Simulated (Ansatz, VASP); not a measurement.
# One calculation of C, two programs

INCAR

```
SYSTEM = C
  PREC = Accurate
  ENCUT = 520
  EDIFF = 1E-6
  ISMEAR = 0
  SIGMA = 0.05
  LREAL = .False.
  LASPH = .True.
  NELM = 60
  ALGO = Normal
  ISIF = 2
  LWAVE = .False.
  LCHARG = .False.
  NBANDS = 11
```

File KPOINTS:

```
regular mesh
0
Gamma
  12 12 12
  0 0 0
```

File POSCAR:

```
C
1.0
    0.0000000000      1.6824554827      1.8981462755
    1.6824554827      0.0000000000      1.8981462755
    1.6824554827      1.6824554827      0.0000000000
C
2
Direct
    0.5000000000      0.5000000000      0.5000000000
    0.7500000000      0.7500000000      0.7500000000
```

Input for Ansatz:

```yaml
crystal:
  lattice:
    - [0.0, 1.6824554827, 1.8981462755]
    - [1.6824554827, 0.0, 1.8981462755]
    - [1.6824554827, 1.6824554827, 0.0]
  atoms:
    - { symbol: C, position: [0.5, 0.5, 0.5] }
    - { symbol: C, position: [0.75, 0.75, 0.75] }
basis:
  ecutwfc: 520.0
kpoints:
  mp_grid: { grid: [12, 12, 12] }
hamiltonian:
  xc: lda
  pseudopotentials: { kind: paw, azcp: { folder: soft_1 } }
scf:
  occupations: { method: gaussian, width: 0.05 }
output:
  forces: true
  stress: true
  eigenvalues: true
```

Alike in both runs: task single point; functional LDA; k mesh 12 × 12 × 12; occupations gaussian, width 0.05 eV; no spin polarisation.

|  | VASP | Ansatz |
| --- | --- | --- |
| version | VASP 6.6.1 | Ansatz 0.2.0 |
| potentials or method | VASP PAW LDA potentials, release 64 (C), cutoff 520 eV | scalar-relativistic, plane waves, PAW |
| valence electrons in the cell | 8 | 8 |

Ansatz gave:

| Quantity | Value |
| --- | --- |
| gap on the k mesh at the Fermi level (eV) | 2.72 |
| least direct gap on the mesh (eV) | 4.62 |
| pressure (GPa) | 12.2 |
| traceless stress, the component that is largest in VASP (GPa) | -88.22 |

Problem. Which values does VASP return?

Solution. gap on the k mesh at the Fermi level (eV): 2.70; least direct gap on the mesh (eV): 4.62; pressure (GPa): 14.0; traceless stress, the component that is largest in VASP (GPa): -88.09.

Ansatz warns that its potentials were made for another functional, while VASP's fit it. LDA's correlation is that of Perdew and Zunger in VASP and of Perdew and Wang (1992) in Ansatz.
